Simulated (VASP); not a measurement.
# Ti5C4 (a cell with a defect) in VASP: single point with PBE

Aim: the single point of Ti5C4 (a cell with a defect) with PBE.

Everything below comes from runs of VASP 6.6.1. Logs are shortened: lines on timing, memory, paths and dates and some standing lists are left out, and cuts for length are marked.

### Step 1. The cell of the first run

The cell holds a defect, 9 atoms: a = 4.333 Å, b = 4.333 Å, c = 4.333 Å, α = 90.00°, β = 90.00°, γ = 90.00°.

### Step 2. Single point, PBE (with an interstitial atom, then relaxed in part)

Input file INCAR:

```
SYSTEM = Ti5C4
ALGO = Normal ; EDIFF = 1E-6
ENCUT = 1000 ; GGA = PE
GGA_COMPAT = .False. ; ISIF = 2
ISMEAR = 0 ; LASPH = .True.
LCHARG = .True. ; LELF = .True.
LREAL = .False. ; LVHAR = .True.
LWAVE = .False. ; NBANDS = 48
NELM = 120 ; PREC = Accurate
SIGMA = 0.1
```

Input file KPOINTS:

```
Automatic mesh
0
Gamma
  6 6 6
  0.5 0.5 0.5
```

Input file POSCAR:

```
Ti5C4
1.0
    0.0000000000      0.0000000000     -4.3327798708
    0.0000000000     -4.3327798708      0.0000000000
   -4.3327798708      0.0000000000      0.0000000000
Ti C
5 4
Direct
    0.0369874308      0.0369874308      0.0369874308
    1.0369874308      0.4630125692      0.4630125692
    0.4630125692      1.0369874308      0.4630125692
    0.4630125692      0.4630125692      0.0369874308
    0.7500000000      0.7500000000      0.7500000000
    0.0012239536      0.0012239536      0.4987760464
    0.0012239536      0.4987760464      0.0012239536
    0.4987760464      0.0012239536      0.0012239536
    0.4987760464      0.4987760464      0.4987760464
```

Potentials or basis: VASP PAW PBE potentials, release 64 (Ti_sv, C_h).

Launch:

```sh
$ cat potpaw_PBE.64/Ti_sv/POTCAR potpaw_PBE.64/C_h/POTCAR > POTCAR
$ mpirun -np 1 vasp_std > vasp.out
```

OUTCAR:

```text
SYSTEM = Ti5C4
   EDIFF = 1E-6
   ENCUT = 1000
   GGA = PE
   ISIF = 2
   ISMEAR = 0
   LASPH = .True.
   LREAL = .False.
   NELM = 120
   PREC = Accurate

 ion  position               nearest neighbor table
   1  0.037  0.037  0.037-   6 2.01   7 2.01   8 2.01   5 2.15   3 2.61   4 2.61   2 2.61
   2  0.037  0.463  0.463-   6 2.01   7 2.01   9 2.01   5 2.15   3 2.61   4 2.61   1 2.61
   3  0.463  0.037  0.463-   6 2.01   8 2.01   9 2.01   5 2.15   2 2.61   4 2.61   1 2.61
   4  0.463  0.463  0.037-   7 2.01   8 2.01   9 2.01   5 2.15   2 2.61   3 2.61   1 2.61
   5  0.750  0.750  0.750-   6 1.89   7 1.89   8 1.89   9 1.89   1 2.15   2 2.15   3 2.15   4 2.15

   6  0.001  0.001  0.499-   5 1.89   2 2.01   3 2.01   1 2.01
   7  0.001  0.499  0.001-   5 1.89   2 2.01   4 2.01   1 2.01
   8  0.499  0.001  0.001-   5 1.89   3 2.01   4 2.01   1 2.01
   9  0.499  0.499  0.499-   5 1.89   3 2.01   4 2.01   2 2.01

  LATTYP: Found a simple cubic cell.
 ALAT       =     4.3327798708

  Lattice vectors:

 A1 = (   0.0000000000,   0.0000000000,  -4.3327798708)
 A2 = (   0.0000000000,  -4.3327798708,   0.0000000000)
 A3 = (  -4.3327798708,   0.0000000000,   0.0000000000)

Analysis of symmetry for initial positions (statically):
=====================================================================
 Subroutine PRICEL returns:
 Original cell was already a primitive cell.

 Routine SETGRP: Setting up the symmetry group for a
 simple cubic supercell.

 Subroutine GETGRP returns: Found 24 space group operations
 (whereof  6 operations were pure point group operations)
 out of a pool of 48 trial point group operations.

The static configuration has the point symmetry C_3v.
 The point group associated with its full space group is T_d .

Analysis of symmetry for dynamics (positions and initial velocities):
=====================================================================
 Subroutine PRICEL returns:
 Original cell was already a primitive cell.

 Routine SETGRP: Setting up the symmetry group for a
 simple cubic supercell.

 Subroutine GETGRP returns: Found 24 space group operations
 (whereof  6 operations were pure point group operations)
 out of a pool of 48 trial point group operations.

The dynamic configuration has the point symmetry C_3v.
 The point group associated with its full space group is T_d .

 Subroutine INISYM returns: Found 24 space group operations
 (whereof  6 operations are pure point group operations),
 and found     1 'primitive' translations

----------------------------------------------------------------------------------------

                                     Primitive cell

  volume of cell :      81.3392

  direct lattice vectors                    reciprocal lattice vectors
     0.000000000  0.000000000 -4.332779871     0.000000000  0.000000000 -0.230798709
     0.000000000 -4.332779871  0.000000000     0.000000000 -0.230798709  0.000000000
    -4.332779871  0.000000000  0.000000000    -0.230798709  0.000000000  0.000000000

  length of vectors
     4.332779871  4.332779871  4.332779871     0.230798709  0.230798709  0.230798709

  position of ions in fractional coordinates (direct lattice)
     0.036987431  0.036987431  0.036987431
     0.036987431  0.463012569  0.463012569
     0.463012569  0.036987431  0.463012569
     0.463012569  0.463012569  0.036987431
     0.750000000  0.750000000  0.750000000
     0.001223954  0.001223954  0.498776046
     0.001223954  0.498776046  0.001223954
     0.498776046  0.001223954  0.001223954
     0.498776046  0.498776046  0.498776046

  ion indices of the primitive-cell ions
   primitive index   ion index
                 1           1
                 2           2
                 3           3
                 4           4
                 5           5
                 6           6
                 7           7
                 8           8
                 9           9

----------------------------------------------------------------------------------------

 KPOINTS: Automatic mesh

Automatic generation of k-mesh.
 Grid dimensions read from file:
 generate k-points for:    6    6    6

 Generating k-lattice:

  Cartesian coordinates                     Fractional coordinates (reciprocal lattice)
     0.000000000  0.000000000 -0.038466451     0.166666667  0.000000000  0.000000000
     0.000000000 -0.038466451  0.000000000     0.000000000  0.166666667  0.000000000
    -0.038466451  0.000000000  0.000000000     0.000000000  0.000000000  0.166666667

  Length of vectors
     0.038466451  0.038466451  0.038466451

  Shift w.r.t. Gamma in fractional coordinates (k-lattice)
     0.500000000  0.500000000  0.500000000

 Subroutine IBZKPT returns following result:
 ===========================================

 Found     10 irreducible k-points:

 Following reciprocal coordinates:
            Coordinates               Weight
  0.083333  0.083333  0.083333      8.000000
  0.250000  0.083333  0.083333     24.000000
  0.416667  0.083333  0.083333     24.000000
  0.250000  0.250000  0.083333     24.000000
  0.416667  0.250000  0.083333     48.000000
  0.416667  0.416667  0.083333     24.000000
  0.250000  0.250000  0.250000      8.000000
  0.416667  0.250000  0.250000     24.000000
  0.416667  0.416667  0.250000     24.000000
  0.416667  0.416667  0.416667      8.000000
   k-points           NKPTS =     10   k-points in BZ     NKDIM =     10   number of bands    NBANDS=     48
   number of dos      NEDOS =    301   number of ions     NIONS =      9
   total plane-waves  NPLWV = 110592
   dimension x,y,z NGX =    48 NGY =   48 NGZ =   48
   dimension x,y,z NGXF=    96 NGYF=   96 NGZF=   96
   ions per type =               5   4
   NGX,Y,Z   is equivalent  to a cutoff of  18.42, 18.42, 18.42 a.u.
   NGXF,Y,Z  is equivalent  to a cutoff of  36.83, 36.83, 36.83 a.u.
 SYSTEM =  Ti5C4
   PREC   = accura    normal or accurate (medium, high low for compatibility)
   ISTART =      0    job   : 0-new  1-cont  2-samecut
   ICHARG =      2    charge: 1-file 2-atom 10-const
   ISPIN  =      1    spin polarized calculation?
   LNONCOLLINEAR =      F non collinear calculations
   LSORBIT =      F    spin-orbit coupling
   LASPH  =      T    aspherical Exc in radial PAW
   ENCUT  = 1000.0 eV  73.50 Ry    8.57 a.u.  11.17 11.17 11.17*2*pi/ulx,y,z
   NELM   =    120;   NELMIN=  2; NELMDL= -5     # of ELM steps
   EDIFF  = 0.1E-05   stopping-criterion for ELM
   LREAL  =      F    real-space projection
   EDIFFG = 0.1E-04   stopping-criterion for IOM
   NSW    =      0    number of steps for IOM
   IBRION =     -1    ionic relax: 0-MD 1-quasi-New 2-CG
   NFREE  =      0    steps in history (QN), initial steepest desc. (CG)
   ISIF   =      2    stress and relaxation
   ISYM   =      2    0-nonsym 1-usesym 2-fastsym
   POTIM  = 0.5000    time-step for ionic-motion
   TEBEG  =    0.0;   TEEND  =   0.0 temperature during run
   PSTRESS=    0.0 pullay stress
   NELECT =      76.0000    total number of electrons
   NUPDOWN=      -1.0000    fix difference up-down
   EMIN   =  10.00;   EMAX   =-10.00  energy-range for DOS
   EFERMI =   0.00;   METHOD = LEGACY
   ISMEAR =     0;   SIGMA  =   0.10  broadening in eV -4-tet -1-fermi 0-gaus
   EFERMI_NEDOS =   21; number of points for ismear=-14 and -15
   IALGO  =     38    algorithm
   IMIX   =      4    mixing-type and parameters
     AMIX     =   0.40;   BMIX     =  1.00
     AMIX_MAG =   1.60;   BMIX_MAG =  1.00
  volume/ion in A,a.u.               =       9.04        60.99
  Fermi-wavevector in a.u.,A,eV,Ry     =   1.600465  3.024440 34.851145  2.561487
  Thomas-Fermi vector in A             =   2.697596
   LORBIT       =      0    0 simple, 1 ext, 2 COOP (PROOUT), +10 PAW based schemes
   GGA     = PE    functional components
   LHFCALC =     F    Hartree Fock is set to
   AEXX    =    0.0000 exact exchange contribution
   IVDW    =     0    specifies the selected vdW correction
   LEPSILON=     F    determine dielectric tensor
   LRPA    =     F    only Hartree local field effects (RPA)
 non-spin polarized calculation
 Gauss-broadening in eV      SIGMA  =   0.10
  energy-cutoff  :     1000.00
  volume of cell :       81.34
 maximum number of plane-waves:      5854
 NGX is ok and might be reduce to    48
   NGX = 23   NGY = 23   NGZ = 23

 number of electron      75.9999999 magnetization

 Free energy of the ion-electron system (eV)
  ---------------------------------------------------
  ext. energy  EPLUGINS =         0.00000000
  ---------------------------------------------------
  free energy    TOTEN  =       -72.62557323 eV

  energy without entropy =      -72.60074651  energy(sigma->0) =      -72.61315987

 E-fermi :  12.4408     XC(G=0): -13.4440

 val. band max:       12.4108493847   @ k =   0.2500   0.0833   0.0833
 cond. band min:      12.4678712119   @ k =   0.4167   0.4167   0.4167
 fundamental gap:      0.0570218272
 Fermi energy:        12.4408321526

 k-point     1 :       0.0833    0.0833    0.0833
  band No.  band energies     occupation
      1     -44.7110      2.00000
      2     -44.3654      2.00000
      3     -44.3476      2.00000
      4     -44.3476      2.00000
      5     -43.5542      2.00000
      6     -21.8719      2.00000
[... 40 lines left out ...]
     47      14.8195      0.00000
     48      16.0716      0.00000

 k-point     2 :       0.2500    0.0833    0.0833
  band No.  band energies     occupation
      1     -44.6727      2.00000
      2     -44.4151      2.00000
      3     -44.3494      2.00000
      4     -44.3475      2.00000
      5     -43.5408      2.00000
      6     -22.0175      2.00000
[... 40 lines left out ...]
     47      15.4237      0.00000
     48      15.7200      0.00000

 k-point     3 :       0.4167    0.0833    0.0833
  band No.  band energies     occupation
      1     -44.6090      2.00000
      2     -44.4912      2.00000
      3     -44.3496      2.00000
      4     -44.3474      2.00000
      5     -43.5281      2.00000
      6     -22.1194      2.00000
[... 40 lines left out ...]
     47      15.6895      0.00000
     48      15.8223      0.00000

 k-point     4 :       0.2500    0.2500    0.0833
  band No.  band energies     occupation
      1     -44.6432      2.00000
      2     -44.4405      2.00000
      3     -44.3573      2.00000
      4     -44.3504      2.00000
      5     -43.5341      2.00000
      6     -22.0734      2.00000
[... 40 lines left out ...]
     47      15.5674      0.00000
     48      15.5837      0.00000

 k-point     5 :       0.4167    0.2500    0.0833
  band No.  band energies     occupation
      1     -44.5981      2.00000
      2     -44.4865      2.00000
      3     -44.3592      2.00000
      4     -44.3541      2.00000
      5     -43.5276      2.00000
      6     -22.1261      2.00000
[... 40 lines left out ...]
     47      15.4218      0.00000
     48      15.6733      0.00000

 k-point     6 :       0.4167    0.4167    0.0833
  band No.  band energies     occupation
      1     -44.5859      2.00000
      2     -44.4820      2.00000
      3     -44.3669      2.00000
      4     -44.3637      2.00000
      5     -43.5271      2.00000
      6     -22.1360      2.00000
[... 40 lines left out ...]
     47      15.2032      0.00000
     48      15.3098      0.00000

 k-point     7 :       0.2500    0.2500    0.2500
  band No.  band energies     occupation
      1     -44.6299      2.00000
      2     -44.4476      2.00000
      3     -44.3572      2.00000
      4     -44.3572      2.00000
      5     -43.5338      2.00000
      6     -22.0706      2.00000
[... 40 lines left out ...]
     47      15.4495      0.00000
     48      15.7504      0.00000

 k-point     8 :       0.4167    0.2500    0.2500
  band No.  band energies     occupation
      1     -44.6145      2.00000
      2     -44.4574      2.00000
      3     -44.3633      2.00000
      4     -44.3571      2.00000
      5     -43.5335      2.00000
      6     -22.0815      2.00000
[... 40 lines left out ...]
     47      15.5808      0.00000
     48      15.6463      0.00000

 k-point     9 :       0.4167    0.4167    0.2500
  band No.  band energies     occupation
      1     -44.6267      2.00000
      2     -44.4288      2.00000
      3     -44.3668      2.00000
      4     -44.3643      2.00000
      5     -43.5395      2.00000
      6     -22.0452      2.00000
[... 40 lines left out ...]
     47      15.2777      0.00000
     48      15.5350      0.00000

 k-point    10 :       0.4167    0.4167    0.4167
  band No.  band energies     occupation
      1     -44.6523      2.00000
      2     -44.3883      2.00000
      3     -44.3667      2.00000
      4     -44.3667      2.00000
      5     -43.5525      2.00000
      6     -21.9247      2.00000
[... 40 lines left out ...]
     47      15.3652      0.00000
     48      15.3652      0.00000

------------------------ aborting loop because EDIFF is reached ----------------------------------------

  FORCE on cell =-STRESS in cart. coord.  units (eV):
  Direction    XX          YY          ZZ          XY          YZ          ZX
  --------------------------------------------------------------------------------------
  -------------------------------------------------------------------------------------
  Total       37.4690375     37.4690375     37.4690375      0.0000000      0.0000000     -0.0000000
  in kB      738.0456828    738.0456828    738.0456828      0.0000000      0.0000000     -0.0000000
  external PRESSURE =     738.0456828 kB  Pullay stress =       0.0000000 kB

 VOLUME and BASIS-vectors are now :
 -----------------------------------------------------------------------------
  energy-cutoff  :     1000.00
  volume of cell :       81.34
      direct lattice vectors                 reciprocal lattice vectors
     0.000000000  0.000000000 -4.332779871     0.000000000  0.000000000 -0.230798709
     0.000000000 -4.332779871  0.000000000     0.000000000 -0.230798709  0.000000000
    -4.332779871  0.000000000  0.000000000    -0.230798709  0.000000000  0.000000000

 POSITION                                       TOTAL-FORCE (eV/Angst)
 -----------------------------------------------------------------------------------
     -0.16026     -0.16026     -0.16026        -0.031435     -0.031435     -0.031435
     -2.00613     -2.00613     -0.16026         0.031435      0.031435     -0.031435
     -2.00613     -0.16026     -2.00613         0.031435     -0.031435      0.031435
     -0.16026     -2.00613     -2.00613        -0.031435      0.031435      0.031435
     -3.24958     -3.24958     -3.24958        -0.000000      0.000000     -0.000000
     -2.16109     -0.00530     -0.00530        -0.042645      0.042645      0.042645
     -0.00530     -2.16109     -0.00530         0.042645     -0.042645      0.042645
     -0.00530     -0.00530     -2.16109         0.042645      0.042645     -0.042645
     -2.16109     -2.16109     -2.16109        -0.042645     -0.042645     -0.042645
 -----------------------------------------------------------------------------------
    total drift:                                0.000000      0.000000      0.000000

  FREE ENERGIE OF THE ION-ELECTRON SYSTEM (eV)
  ---------------------------------------------------
  free  energy   TOTEN  =       -72.6255732259 eV

  energy  without entropy=      -72.6007465068  energy(sigma->0) =      -72.61315987
```

It took 3.9 min on 1 thread of AMD EPYC 7R43 (Zen 3), shared host; peak memory 0.31 GiB.

What came out:

```yaml
Free_energy: -72.6256 eV
Pressure: 73.8 GPa
Largest_force: 0.074 eV/Å
Band_gap_on_the_k_mesh: zero (bands 38 and 39 overlap by 1.36 eV)
```

Forces in eV/Å, atoms in the order of the input:
```
Ti  -0.031 -0.031 -0.031
Ti   0.031  0.031 -0.031
Ti   0.031 -0.031  0.031
Ti  -0.031  0.031  0.031
Ti   0.000  0.000  0.000
C   -0.043  0.043  0.043
C    0.043 -0.043  0.043
C    0.043  0.043 -0.043
C   -0.043 -0.043 -0.043
```

Levels at points of the mesh, in eV from the Fermi level:
```tsv
k point	band 34	band 35	band 36	band 37	band 38	band 39	band 40	band 41	band 42	band 43
(0.08, 0.08, 0.08)	-1.59	-1.47	-1.47	-1.05	-1.05	-0.93	0.22	0.44	0.44	0.96
```

Caveat: the cell differs from its parent crystal (with an interstitial atom, then relaxed in part).

The gap in the log of VASP goes by the Fermi energy; the results here count the filled bands.